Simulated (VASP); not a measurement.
# CuO (Tenorite) (C2/c) in VASP: notebook

Aim: see how the results for CuO (Tenorite) move with the level of theory and the settings. Levels: BLYP, SVWN5. Tasks: single point.

All numbers are computed with VASP 6.6.1; they aren't measurements. Logs are shortened: lines on timing, memory, paths and dates and some standing lists are left out, and cuts for length are marked.

### 1 The cell of the first run

It takes space group C2/c (No. 15, monoclinic). The conventional cell has a = 4.776 Å, b = 3.490 Å, c = 5.229 Å, α = 90.00°, β = 99.54°, γ = 90.00°. Cu (site symmetry -1) has 4 O at 1.99 to 2.00 Å within 2.6 Å. Within 2.6 Å of O (site symmetry 2) lie 4 Cu at 1.99 to 2.00 Å.

### 2 Single point, BLYP

Contents of INCAR:

```
SYSTEM = CuO
PREC     = Accurate       ! precision mode
ENCUT    = 520            ! plane-wave cutoff, eV
EDIFF    = 1E-6           ! SCF threshold, eV
ISMEAR   = -1             ! smearing method
SIGMA    = 0.05           ! smearing width, eV
LREAL    = .FALSE.        ! projectors in reciprocal space
LASPH    = .TRUE.         ! aspherical terms in the spheres
NELM     = 60             ! most SCF steps
ALGO     = Normal         ! electronic algorithm
ISIF     = 2              ! what is computed and relaxed
LWAVE    = .FALSE.        ! write WAVECAR
LCHARG   = .FALSE.        ! write CHGCAR
GGA      = B5             ! functional
ALDAX    = 1.0          
AGGAX    = 1.0          
AGGAC    = 1.0          
ALDAC    = 0.0          
NBANDS   = 25             ! bands
```

Contents of KPOINTS:

```
regular mesh
0
G
  10 10 5
  0 0 0
```

Contents of POSCAR:

```
CuO
1.0
    2.3877802882     -1.7448634230      0.0000000000
    2.3877802882      1.7448634230      0.0000000000
   -0.8666988638      0.0000000000      5.1570684890
Cu O
2 2
Direct
    0.5000000000      0.0000000000      0.5000000000
    0.0000000000      0.5000000000      0.0000000000
    0.4184000000      0.5816000000      0.7500000000
    0.5816000000      0.4184000000      0.2500000000
```

Potentials or basis: VASP PAW PBE potentials, release 64 (Cu, O).

Run with:

```sh
$ cat potpaw_PBE.64/Cu/POTCAR potpaw_PBE.64/O/POTCAR > POTCAR
$ mpirun -np 1 vasp_std > vasp.out
```

OUTCAR:

```text
SYSTEM = CuO
   PREC = Accurate
   ENCUT = 520
   EDIFF = 1E-6
   ISMEAR = -1
   LREAL = .FALSE.
   LASPH = .TRUE.
   NELM = 60
   ISIF = 2
   GGA = B5

 ion  position               nearest neighbor table
   1  0.500  0.000  0.500-   3 1.99   4 1.99   4 2.00   3 2.00
   2  0.000  0.500  0.000-   4 1.99   3 1.99   4 2.00   3 2.00
   3  0.418  0.582  0.750-   2 1.99   1 1.99   2 2.00   1 2.00
   4  0.582  0.418  0.250-   1 1.99   2 1.99   2 2.00   1 2.00

  LATTYP: Found a base centered monoclinic cell.
 ALAT       =     4.7755605764
 B/A-ratio  =     0.7307470589
 C/A-ratio  =     1.0950317057
 COS(beta)  =    -0.1657361228

  Lattice vectors:

 A1 = (   2.3877802882,  -1.7448634230,   0.0000000000)
 A2 = (   2.3877802882,   1.7448634230,   0.0000000000)
 A3 = (  -0.8666988638,   0.0000000000,   5.1570684890)

Analysis of symmetry for initial positions (statically):
=====================================================================
 Subroutine PRICEL returns:
 Original cell was already a primitive cell.

 Routine SETGRP: Setting up the symmetry group for a
 base centered monoclinic supercell.

 Subroutine GETGRP returns: Found  4 space group operations
 (whereof  2 operations were pure point group operations)
 out of a pool of  4 trial point group operations.

The static configuration has the point symmetry S_2 .
 The point group associated with its full space group is C_2h.

Analysis of symmetry for dynamics (positions and initial velocities):
=====================================================================
 Subroutine PRICEL returns:
 Original cell was already a primitive cell.

 Routine SETGRP: Setting up the symmetry group for a
 base centered monoclinic supercell.

 Subroutine GETGRP returns: Found  4 space group operations
 (whereof  2 operations were pure point group operations)
 out of a pool of  4 trial point group operations.

The dynamic configuration has the point symmetry S_2 .
 The point group associated with its full space group is C_2h.

 Subroutine INISYM returns: Found  4 space group operations
 (whereof  2 operations are pure point group operations),
 and found     1 'primitive' translations

----------------------------------------------------------------------------------------

                                     Primitive cell

  volume of cell :      42.9723

  direct lattice vectors                    reciprocal lattice vectors
     2.387780288 -1.744863423  0.000000000     0.209399501 -0.286555379  0.035191759
     2.387780288  1.744863423  0.000000000     0.209399501  0.286555379  0.035191759
    -0.866698864  0.000000000  5.157068489     0.000000000  0.000000000  0.193908613

  length of vectors
     2.957370973  2.957370973  5.229390244     0.356651926  0.356651926  0.193908613

  position of ions in fractional coordinates (direct lattice)
     0.500000000  0.000000000  0.500000000
     0.000000000  0.500000000  0.000000000
     0.418400000  0.581600000  0.750000000
     0.581600000  0.418400000  0.250000000

  ion indices of the primitive-cell ions
   primitive index   ion index
                 1           1
                 2           2
                 3           3
                 4           4

----------------------------------------------------------------------------------------

 KPOINTS: regular mesh

Automatic generation of k-mesh.
 Grid dimensions read from file:
 generate k-points for:   10   10    5

 Generating k-lattice:

  Cartesian coordinates                     Fractional coordinates (reciprocal lattice)
     0.020939950 -0.028655538  0.003519176     0.100000000  0.000000000  0.000000000
     0.020939950  0.028655538  0.003519176     0.000000000  0.100000000  0.000000000
     0.000000000  0.000000000  0.038781723     0.000000000  0.000000000  0.200000000

  Length of vectors
     0.035665193  0.035665193  0.038781723

  Shift w.r.t. Gamma in fractional coordinates (k-lattice)
     0.000000000  0.000000000  0.000000000

 Subroutine IBZKPT returns following result:
 ===========================================

 Found    141 irreducible k-points:

 Following reciprocal coordinates:
            Coordinates               Weight
  0.000000  0.000000  0.000000      1.000000
  0.100000 -0.000000 -0.000000      4.000000
  0.200000 -0.000000 -0.000000      4.000000
  0.300000 -0.000000 -0.000000      4.000000
  0.400000  0.000000 -0.000000      4.000000
  0.500000 -0.000000 -0.000000      2.000000
[... 16 lines left out ...]
  0.300000  0.300000 -0.000000      2.000000
  0.400000  0.300000 -0.000000      4.000000
 [... further k-points ...]
   k-points           NKPTS =    141   k-points in BZ     NKDIM =    141   number of bands    NBANDS=     25
   number of dos      NEDOS =    301   number of ions     NIONS =      4
   total plane-waves  NPLWV =  23040
   dimension x,y,z NGX =    24 NGY =   24 NGZ =   40
   dimension x,y,z NGXF=    48 NGYF=   48 NGZF=   80
   ions per type =               2   2
   NGX,Y,Z   is equivalent  to a cutoff of  13.49, 13.49, 12.72 a.u.
   NGXF,Y,Z  is equivalent  to a cutoff of  26.98, 26.98, 25.43 a.u.
 SYSTEM =  CuO
   PREC   = accura    normal or accurate (medium, high low for compatibility)
   ISTART =      0    job   : 0-new  1-cont  2-samecut
   ICHARG =      2    charge: 1-file 2-atom 10-const
   ISPIN  =      1    spin polarized calculation?
   LNONCOLLINEAR =      F non collinear calculations
   LSORBIT =      F    spin-orbit coupling
   LASPH  =      T    aspherical Exc in radial PAW
   ENCUT  =  520.0 eV  38.22 Ry    6.18 a.u.   5.50  5.50  9.72*2*pi/ulx,y,z
   NELM   =     60;   NELMIN=  2; NELMDL= -5     # of ELM steps
   EDIFF  = 0.1E-05   stopping-criterion for ELM
   LREAL  =      F    real-space projection
   EDIFFG = 0.1E-04   stopping-criterion for IOM
   NSW    =      0    number of steps for IOM
   IBRION =     -1    ionic relax: 0-MD 1-quasi-New 2-CG
   NFREE  =      0    steps in history (QN), initial steepest desc. (CG)
   ISIF   =      2    stress and relaxation
   ISYM   =      2    0-nonsym 1-usesym 2-fastsym
   POTIM  = 0.5000    time-step for ionic-motion
   TEBEG  =    0.0;   TEEND  =   0.0 temperature during run
   PSTRESS=    0.0 pullay stress
   NELECT =      34.0000    total number of electrons
   NUPDOWN=      -1.0000    fix difference up-down
   EMIN   =  10.00;   EMAX   =-10.00  energy-range for DOS
   EFERMI =   0.00;   METHOD = LEGACY
   ISMEAR =    -1;   SIGMA  =   0.05  broadening in eV -4-tet -1-fermi 0-gaus
   EFERMI_NEDOS =   21; number of points for ismear=-14 and -15
   IALGO  =     38    algorithm
   IMIX   =      4    mixing-type and parameters
     AMIX     =   0.40;   BMIX     =  1.00
     AMIX_MAG =   1.60;   BMIX_MAG =  1.00
  volume/ion in A,a.u.               =      10.74        72.50
  Fermi-wavevector in a.u.,A,eV,Ry     =   1.514159  2.861346 31.193784  2.292678
  Thomas-Fermi vector in A             =   2.623854
   LORBIT       =      0    0 simple, 1 ext, 2 COOP (PROOUT), +10 PAW based schemes
   GGA     = B5    functional components
   LHFCALC =     F    Hartree Fock is set to
   AEXX    =    0.0000 exact exchange contribution
   IVDW    =     0    specifies the selected vdW correction
   LEPSILON=     F    determine dielectric tensor
   LRPA    =     F    only Hartree local field effects (RPA)
 non-spin polarized calculation
  energy-cutoff  :      520.00
  volume of cell :       42.97
 maximum number of plane-waves:      1175
 NGX is ok and might be reduce to    24
   NGX = 11   NGY = 11   NGZ = 19

 number of electron      34.0000008 magnetization

 Free energy of the ion-electron system (eV)
  ---------------------------------------------------
  ext. energy  EPLUGINS =         0.00000000
  ---------------------------------------------------
  free energy    TOTEN  =       -18.04314531 eV

  energy without entropy =      -18.02313309  energy(sigma->0) =      -18.03313920

 E-fermi :   5.2640     XC(G=0): -11.0649

 val. band max:        5.2601461224   @ k =  -0.2000   0.3000   0.4000
 cond. band min:       5.2682930268   @ k =   0.3000   0.2000   0.4000
 fundamental gap:      0.0081469044
 Fermi energy:         5.2639581615

 k-point     1 :       0.0000    0.0000    0.0000
  band No.  band energies     occupation
      1     -14.0095      2.00000
      2     -12.8463      2.00000
      3      -2.2225      2.00000
      4       0.1370      2.00000
      5       0.5092      2.00000
      6       2.2039      2.00000
[... 17 lines left out ...]
     24      21.6982      0.00000
     25      21.7731      0.00000

 k-point     2 :       0.1000   -0.0000   -0.0000
  band No.  band energies     occupation
      1     -13.9502      2.00000
      2     -12.8270      2.00000
      3      -2.1194      2.00000
      4       0.1252      2.00000
      5       0.4877      2.00000
      6       1.5427      2.00000
[... 17 lines left out ...]
     24      20.9412      0.00000
     25      21.9515      0.00000

 k-point     3 :       0.2000   -0.0000   -0.0000
  band No.  band energies     occupation
      1     -13.7897      2.00000
      2     -12.7759      2.00000
      3      -1.8436      2.00000
      4       0.0830      2.00000
      5       0.3921      2.00000
      6       0.5916      2.00000
[... 17 lines left out ...]
     24      20.2054      0.00000
     25      21.4529      0.00000

 k-point     4 :       0.3000   -0.0000   -0.0000
  band No.  band energies     occupation
      1     -13.5793      2.00000
      2     -12.7118      2.00000
      3      -1.4957      2.00000
      4      -0.4429      2.00000
      5       0.0351      2.00000
      6       0.4869      2.00000
[... 17 lines left out ...]
     24      19.0980      0.00000
     25      21.0854      0.00000
[... 477 lines left out ...]
 k-point    22 :      -0.2000    0.2000    0.0000
  band No.  band energies     occupation
      1     -13.5310      2.00000
      2     -12.6893      2.00000
      3      -1.4039      2.00000
      4      -0.0126      2.00000
      5       0.0017      2.00000
      6       0.3256      2.00000
[... 17 lines left out ...]
     24      18.8589      0.00000
     25      19.0253      0.00000

 k-point    23 :       0.3000    0.3000   -0.0000
  band No.  band energies     occupation
      1     -13.3147      2.00000
      2     -12.6626      2.00000
      3      -0.9601      2.00000
      4      -0.5478      2.00000
      5       0.3742      2.00000
      6       0.4012      2.00000
[... 17 lines left out ...]
     24      19.5691      0.00000
     25      20.1065      0.00000

 k-point    24 :       0.4000    0.3000   -0.0000
  band No.  band energies     occupation
      1     -13.1528      2.00000
      2     -12.6201      2.00000
      3      -0.9945      2.00000
      4      -0.6846      2.00000
      5       0.1997      2.00000
      6       0.3382      2.00000
[... 17 lines left out ...]
     24      18.3914      0.00000
     25      19.6352      0.00000

 [... further k-points ...]

------------------------ aborting loop because EDIFF is reached ----------------------------------------

  FORCE on cell =-STRESS in cart. coord.  units (eV):
  Direction    XX          YY          ZZ          XY          YZ          ZX
  --------------------------------------------------------------------------------------
  -------------------------------------------------------------------------------------
  Total        0.5752997      1.4349315      0.2357795      0.0000000      0.0000000     -0.0231703
  in kB       21.4494425     53.4999090      8.7907921      0.0000000      0.0000000     -0.8638808
  external PRESSURE =      27.9133812 kB  Pullay stress =       0.0000000 kB

 VOLUME and BASIS-vectors are now :
 -----------------------------------------------------------------------------
  energy-cutoff  :      520.00
  volume of cell :       42.97
      direct lattice vectors                 reciprocal lattice vectors
     2.387780288 -1.744863423  0.000000000     0.209399501 -0.286555379  0.035191759
     2.387780288  1.744863423  0.000000000     0.209399501  0.286555379  0.035191759
    -0.866698864  0.000000000  5.157068489     0.000000000  0.000000000  0.193908613

 POSITION                                       TOTAL-FORCE (eV/Angst)
 -----------------------------------------------------------------------------------
      0.76054     -0.87243      2.57853         0.000000     -0.000000      0.000000
      1.19389      0.87243      0.00000         0.000000      0.000000      0.000000
      1.73776      0.28476      3.86780        -0.000000     -0.350161      0.000000
      2.17111     -0.28476      1.28927        -0.000000      0.350161      0.000000
 -----------------------------------------------------------------------------------
    total drift:                                0.000000     -0.000000     -0.000000

  FREE ENERGIE OF THE ION-ELECTRON SYSTEM (eV)
  ---------------------------------------------------
  free  energy   TOTEN  =       -18.0431453072 eV

  energy  without entropy=      -18.0231330914  energy(sigma->0) =      -18.03313920
```

Wall time 58 s (1 thread of Intel Xeon 6975P-C (Granite Rapids), shared host); peak memory 0.25 GiB.

Results:

```
Free energy            : -18.0431 eV
Pressure               : 2.8 GPa
Largest force          : 0.350 eV/Å
Band gap on the k mesh : zero (band 17 reaches 5.53 eV, above the bottom of band 18 at 4.94 eV)
```

Forces in eV/Å, atoms in the order of the input:
```
Cu   0.000  0.000  0.000
Cu   0.000  0.000  0.000
O    0.000 -0.350  0.000
O    0.000  0.350  0.000
```

Levels at points of the mesh, in eV from the Fermi level:
| k point | band 15 | band 16 | band 17 | band 18 | band 19 | band 20 |
| --- | --- | --- | --- | --- | --- | --- |
| (0.00, 0.00, 0.00) | -2.06 | -1.62 | 0.20 | 0.88 | 1.69 | 6.28 |
| (0.50, 0.00, 0.00) | -1.41 | -1.36 | 0.01 | 0.26 | 5.02 | 6.24 |
| (0.50, 0.50, 0.00) | -1.63 | -1.20 | -0.65 | 1.00 | 3.74 | 6.92 |

Caveat: the PAW data sets were made with another functional, which shifts forces and pressure a little; semilocal functionals often make such compounds metallic where correlation or magnetic order opens a gap, which also shifts bond lengths.

### 3 Single point, SVWN5

Contents of INCAR:

```
PREC = Accurate
ENCUT = 520
EDIFF = 1E-6
ISMEAR = -1
SIGMA = 0.05
LREAL = F
LASPH = T
NELM = 100
ALGO = Normal
ISIF = 2
LWAVE = F
LCHARG = F
GGA = VW
NBANDS = 25
```

Contents of KPOINTS:

```
regular mesh
0
Gamma
  10 10 5
```

POSCAR is that of step 2.

Potentials or basis: VASP PAW PBE potentials, release 64 (Cu, O).

Run with:

```sh
$ cat potpaw_PBE.64/Cu/POTCAR potpaw_PBE.64/O/POTCAR > POTCAR
$ mpirun -np 1 vasp_std > vasp.out
```

OUTCAR:

```text
PREC = Accurate
   ENCUT = 520
   EDIFF = 1E-6
   ISMEAR = -1
   LREAL = F
   LASPH = T
   NELM = 100
   ISIF = 2
   GGA = VW

 ion  position               nearest neighbor table
   1  0.500  0.000  0.500-   3 1.99   4 1.99   4 2.00   3 2.00
   2  0.000  0.500  0.000-   4 1.99   3 1.99   4 2.00   3 2.00
   3  0.418  0.582  0.750-   2 1.99   1 1.99   2 2.00   1 2.00
   4  0.582  0.418  0.250-   1 1.99   2 1.99   2 2.00   1 2.00

  LATTYP: Found a base centered monoclinic cell.
[... 874 lines left out ...]
  FORCE on cell =-STRESS in cart. coord.  units (eV):
  Direction    XX          YY          ZZ          XY          YZ          ZX
  --------------------------------------------------------------------------------------
  -------------------------------------------------------------------------------------
  Total       -4.9980856     -3.1809364     -5.7906571      0.0000000      0.0000000      0.3702133
  in kB     -186.3483601   -118.5978664   -215.8985541      0.0000000      0.0000000     13.8030144
  external PRESSURE =    -173.6149269 kB  Pullay stress =       0.0000000 kB

 VOLUME and BASIS-vectors are now :
 -----------------------------------------------------------------------------
  energy-cutoff  :      520.00
  volume of cell :       42.97
      direct lattice vectors                 reciprocal lattice vectors
     2.387780288 -1.744863423  0.000000000     0.209399501 -0.286555379  0.035191759
     2.387780288  1.744863423  0.000000000     0.209399501  0.286555379  0.035191759
    -0.866698864  0.000000000  5.157068489     0.000000000  0.000000000  0.193908613

 POSITION                                       TOTAL-FORCE (eV/Angst)
 -----------------------------------------------------------------------------------
      0.76054     -0.87243      2.57853         0.000000      0.000000      0.000000
      1.19389      0.87243      0.00000         0.000000      0.000000      0.000000
      1.73776      0.28476      3.86780        -0.000000     -0.593074      0.000000
      2.17111     -0.28476      1.28927         0.000000      0.593074     -0.000000
 -----------------------------------------------------------------------------------
    total drift:                                0.000000     -0.000000     -0.000000

  FREE ENERGIE OF THE ION-ELECTRON SYSTEM (eV)
  ---------------------------------------------------
  free  energy   TOTEN  =       -22.8996898044 eV

  energy  without entropy=      -22.8794946130  energy(sigma->0) =      -22.88959221
```

stdout:

```text
POSCAR found type information on POSCAR CuO
 POSCAR found :  2 types and       4 ions
 scaLAPACK will be used
 -----------------------------------------------------------------------------
|                                                                             |
|                                                                             |
|     You enforced a specific xc type in the INCAR file but a different       |
|     I HOPE YOU KNOW WHAT YOU ARE DOING!                                     |
|                                                                             |
 -----------------------------------------------------------------------------

 LDA part: xc-table for (Slater(with rela. corr.)+VWN5), standard interpolation
 POSCAR, INCAR and KPOINTS ok, starting setup
 FFT: planning ... GRIDC
 FFT: planning ... GRID_SOFT
 FFT: planning ... GRID
 WAVECAR not read
 entering main loop
```

Wall time 48 s (1 thread of Intel Xeon 6975P-C (Granite Rapids), shared host); peak memory 0.23 GiB.

What came out:

```
Free energy            : -22.8997 eV
Pressure               : -17.4 GPa
Largest force          : 0.593 eV/Å
Band gap on the k mesh : zero (band 17 reaches 4.74 eV, above the bottom of band 18 at 4.14 eV)
```

Forces in eV/Å, atoms in the order of the input:
```
Cu   0.000  0.000  0.000
Cu   0.000  0.000  0.000
O    0.000 -0.593  0.000
O    0.000  0.593  0.000
```

Stress tensor (GPa, compression positive):
```
-18.63   0.00   1.38
  0.00 -11.86   0.00
  1.38   0.00 -21.59
```

Caveat: the PAW data sets were made with another functional, which shifts forces and pressure a little; semilocal functionals often make such compounds metallic where correlation or magnetic order opens a gap, which also shifts bond lengths.
